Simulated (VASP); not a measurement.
# Sb (Fd-3m) in VASP: notebook, part 2 of 2

VASP 6.6.1. Earlier steps stand in the parts before.

## Step 3: Single point, LDA

This run uses another cell than the first one, of 29.57 Å³/atom, 1.092 times its volume.

File INCAR:

```
  ALGO = Normal
  EDIFF = 1E-6
  ENCUT = 520
  GGA = CA
  ISIF = 2
  ISMEAR = -1
  LASPH = True
  LCHARG = False
  LREAL = False
  LWAVE = False
  NBANDS = 12
  NELM = 80
  PREC = Accurate
  SIGMA = 0.05
```

File KPOINTS:

```
k-points
0
Gamma
  6 6 6
```

File POSCAR:

```
Sb
1.0
    0.0000000000      3.0924778590      3.0924778590
    3.0924778590      0.0000000000      3.0924778590
    3.0924778590      3.0924778590      0.0000000000
Sb
2
Direct
    0.0000000000      0.0000000000      0.0000000000
    0.2500000000      0.2500000000      0.2500000000
```

Potentials or basis: VASP PAW LDA potentials, release 64 (Sb).

Run with:

```
cat potpaw_LDA.64/Sb/POTCAR > POTCAR
mpirun -np 1 vasp_std > vasp.out
```

Run time: 7 s. Hardware: 1 thread of Intel Xeon 6975P-C, shared host; peak memory 0.16 GiB.

The run converged. Its results:

- Free energy: -7.7200 eV
- Pressure: 20.6 GPa
- Band gap on the k mesh: zero (band 5 reaches 8.09 eV, above the bottom of band 6 at 6.61 eV)

Levels at points of the mesh, in eV from the Fermi level:
| k point | band 2 | band 3 | band 4 | band 5 | band 6 | band 7 | band 8 | band 9 |
| --- | --- | --- | --- | --- | --- | --- | --- | --- |
| (0.00, 0.00, 0.00) | -3.81 | -2.74 | -2.74 | -2.74 | -0.14 | -0.14 | -0.14 | 3.42 |
| (0.50, 0.00, 0.00) | -9.64 | -3.95 | -3.95 | -2.65 | 1.11 | 1.11 | 4.14 | 6.77 |
| (0.50, 0.50, 0.00) | -11.13 | -5.29 | -5.29 | -1.42 | -1.42 | 5.62 | 5.62 | 7.52 |

Caveat: spin-orbit coupling is left out, which moves the levels of the heavy elements.

## Step 4: Single point, LDA

This run uses another cell than the first one, of 33.25 Å³/atom, 1.228 times its volume.

File INCAR:

```
ALGO     = Normal         # electronic algorithm
EDIFF    = 1E-6           # SCF threshold, eV
ENCUT    = 520            # plane-wave cutoff, eV
ISIF     = 2              # what is computed and relaxed
ISMEAR   = -1             # smearing method
LASPH    = True           # aspherical terms in the spheres
LCHARG   = False          # write CHGCAR
LREAL    = False          # projectors in reciprocal space
LWAVE    = False          # write WAVECAR
NBANDS   = 12             # bands
NELM     = 80             # most SCF steps
PREC     = Accurate       # precision mode
SIGMA    = 0.05           # smearing width, eV
```

KPOINTS is that of step 3.

File POSCAR:

```
Sb
1.0
    0.0000000000      3.2157608753      3.2157608753
    3.2157608753      0.0000000000      3.2157608753
    3.2157608753      3.2157608753      0.0000000000
Sb
2
Direct
    0.0000000000      0.0000000000      0.0000000000
    0.2500000000      0.2500000000      0.2500000000
```

Potentials or basis: VASP PAW LDA potentials, release 64 (Sb).

Run with:

```
cat potpaw_LDA.64/Sb/POTCAR > POTCAR
mpirun -np 1 vasp_std > vasp.out
```

OUTCAR:

```text
EDIFF = 1E-6
   ENCUT = 520
   ISIF = 2
   ISMEAR = -1
   LASPH = True
   LREAL = False
   NELM = 80
   PREC = Accurate

 ion  position               nearest neighbor table
   1  0.000  0.000  0.000-   2 2.78   2 2.78   2 2.78   2 2.78
   2  0.250  0.250  0.250-   1 2.78   1 2.78   1 2.78   1 2.78

  LATTYP: Found a face centered cubic cell.
 ALAT       =     6.4315217506

  Lattice vectors:

 A1 = (   0.0000000000,   3.2157608753,   3.2157608753)
 A2 = (   3.2157608753,   0.0000000000,   3.2157608753)
 A3 = (   3.2157608753,   3.2157608753,   0.0000000000)

Analysis of symmetry for initial positions (statically):
=====================================================================
 Subroutine PRICEL returns:
 Original cell was already a primitive cell.

 Routine SETGRP: Setting up the symmetry group for a
 face centered cubic supercell.

 Subroutine GETGRP returns: Found 48 space group operations
 (whereof 24 operations were pure point group operations)
 out of a pool of 48 trial point group operations.

The static configuration has the point symmetry T_d .
 The point group associated with its full space group is O_h .

Analysis of symmetry for dynamics (positions and initial velocities):
[... 167 lines left out ...]
      8       6.5848      0.29171
      9      10.0429      0.00000
     10      12.6715      0.00000
     11      12.6715      0.00000
     12      13.7151      0.00000
[... 211 lines left out ...]
 k-point    16 :      -0.3333    0.5000    0.1667
  band No.  band energies     occupation
      1      -3.9415      2.00000
      2      -3.9415      2.00000
      3       1.5294      2.00000
      4       1.5294      2.00000
      5       6.6765      0.05319
      6       6.6765      0.05319
      7       9.6976      0.00000
      8       9.6976      0.00000
      9      13.1411      0.00000
     10      13.1412      0.00000
     11      14.7746      0.00000
     12      14.7746      0.00000

------------------------ aborting loop because EDIFF is reached ----------------------------------------

  FORCE on cell =-STRESS in cart. coord.  units (eV):
  Direction    XX          YY          ZZ          XY          YZ          ZX
  --------------------------------------------------------------------------------------
  -------------------------------------------------------------------------------------
  Total        4.3153584      4.3153584      4.3153584     -0.0000000     -0.0000000      0.0000000
  in kB      103.9551998    103.9551998    103.9551998     -0.0000000     -0.0000000      0.0000000
  external PRESSURE =     103.9551998 kB  Pullay stress =       0.0000000 kB

 VOLUME and BASIS-vectors are now :
 -----------------------------------------------------------------------------
  energy-cutoff  :      520.00
  volume of cell :       66.51
      direct lattice vectors                 reciprocal lattice vectors
     0.000000000  3.215760875  3.215760875    -0.155484198  0.155484198  0.155484198
     3.215760875  0.000000000  3.215760875     0.155484198 -0.155484198  0.155484198
     3.215760875  3.215760875  0.000000000     0.155484198  0.155484198 -0.155484198

 POSITION                                       TOTAL-FORCE (eV/Angst)
 -----------------------------------------------------------------------------------
      0.00000      0.00000      0.00000         0.000000     -0.000000     -0.000000
      1.60788      1.60788      1.60788        -0.000000      0.000000      0.000000
 -----------------------------------------------------------------------------------
    total drift:                                0.000000      0.000000      0.000000

  FREE ENERGIE OF THE ION-ELECTRON SYSTEM (eV)
  ---------------------------------------------------
  free  energy   TOTEN  =        -8.4156177536 eV

  energy  without entropy=       -8.3969907160  energy(sigma->0) =       -8.40630423
```

OSZICAR:

```text
N       E                     dE             d eps       ncg     rms          rms(c)
DAV:   1     0.318457433232E+02    0.31846E+02   -0.31659E+03   384   0.614E+02
DAV:   2    -0.655127667254E+01   -0.38397E+02   -0.36945E+02   524   0.106E+02
DAV:   3    -0.846866530072E+01   -0.19174E+01   -0.18922E+01   480   0.250E+01
DAV:   4    -0.848730631257E+01   -0.18641E-01   -0.18638E-01   440   0.314E+00
DAV:   5    -0.848760643428E+01   -0.30012E-03   -0.30012E-03   460   0.419E-01    0.382E+00
DAV:   6    -0.843663143218E+01    0.50975E-01   -0.26916E-02   404   0.727E-01    0.231E+00
DAV:   7    -0.841582169443E+01    0.20810E-01   -0.45736E-02   412   0.951E-01    0.189E-01
DAV:   8    -0.841562219287E+01    0.19950E-03   -0.25460E-03   396   0.287E-01    0.112E-02
DAV:   9    -0.841561691320E+01    0.52797E-05   -0.45169E-05   456   0.494E-02    0.108E-02
DAV:  10    -0.841561775360E+01   -0.84040E-06   -0.32817E-06   420   0.101E-02
   1 F= -.84156178E+01 E0= -.84063042E+01  d E =-.186270E-01
```

It took 7.2 s on 1 thread of Intel Xeon 6975P-C, shared host; peak memory 0.17 GiB.

What came out:

* Free energy: -8.4156 eV
* Pressure: 10.4 GPa
* Band gap on the k mesh: zero (band 5 reaches 6.68 eV, above the bottom of band 6 at 5.41 eV)

Caveat: spin-orbit coupling is left out, which moves the levels of the heavy elements.

## Step 5: Single point, LDA

This run uses another cell than the first one, of 39.86 Å³/atom, 1.472 times its volume.

File INCAR:

```
SYSTEM = Sb
PREC     = Accurate       ! precision mode
ENCUT    = 520            ! plane-wave cutoff, eV
EDIFF    = 1E-6           ! SCF threshold, eV
ISMEAR   = -1             ! smearing method
SIGMA    = 0.05           ! smearing width, eV
LREAL    = .False.        ! projectors in reciprocal space
LASPH    = .True.         ! aspherical terms in the spheres
NELM     = 100            ! most SCF steps
ALGO     = Normal         ! electronic algorithm
ISIF     = 2              ! what is computed and relaxed
LWAVE    = .False.        ! write WAVECAR
LCHARG   = .False.        ! write CHGCAR
NBANDS   = 12             ! bands
```

File KPOINTS:

```
regular mesh
0
Gamma
  6 6 6
  0 0 0
```

File POSCAR:

```
Sb
1.0
    0.0000000000      3.4159019577      3.4159019577
    3.4159019577      0.0000000000      3.4159019577
    3.4159019577      3.4159019577      0.0000000000
Sb
2
Direct
    0.0000000000      0.0000000000      0.0000000000
    0.2500000000      0.2500000000      0.2500000000
```

Run with:

```
cat potpaw_LDA.64/Sb/POTCAR > POTCAR
mpirun -np 1 vasp_std > vasp.out
```

Wall time 8.2 s (1 thread of Intel Xeon 6975P-C, shared host); peak memory 0.17 GiB.

It converged, with:

- Free energy: -8.7956 eV
- Pressure: 0.2 GPa
- Band gap on the k mesh: zero (band 5 reaches 4.70 eV, above the bottom of band 6 at 3.76 eV)

Levels at points of the mesh, in eV from the Fermi level:
| k point | band 3 | band 4 | band 5 | band 6 | band 7 | band 8 |
| --- | --- | --- | --- | --- | --- | --- |
| (0.00, 0.00, 0.00) | -1.91 | -1.91 | -1.91 | 0.42 | 0.42 | 0.42 |
| (0.50, 0.00, 0.00) | -2.74 | -2.74 | -2.37 | 1.50 | 1.50 | 4.15 |
| (0.50, 0.50, 0.00) | -3.66 | -3.66 | -0.63 | -0.63 | 4.36 | 4.36 |

Caveat: spin-orbit coupling is left out, which moves the levels of the heavy elements.

## Step 6: Summary

```csv
cell,gap on the mesh (eV),pressure (GPa)
"a = 4.247 Å, angles 60.0°, 2 atoms",none,30.9
"a = 4.373 Å, angles 60.0°, 2 atoms",none,20.6
"a = 4.548 Å, angles 60.0°, 2 atoms",none,10.4
"a = 4.831 Å, angles 60.0°, 2 atoms",none,0.2
```

Alike in all rows: task single point; level LDA; potentials or basis VASP PAW LDA potentials, release 64 (Sb); no spin polarisation; k mesh 6 × 6 × 6; cutoff (eV) 520; smearing fermi-dirac 0.05 eV.

Caveats: spin-orbit coupling is left out, which moves the levels of the heavy elements.

Absolute energies hang on the potentials; compare differences alone.
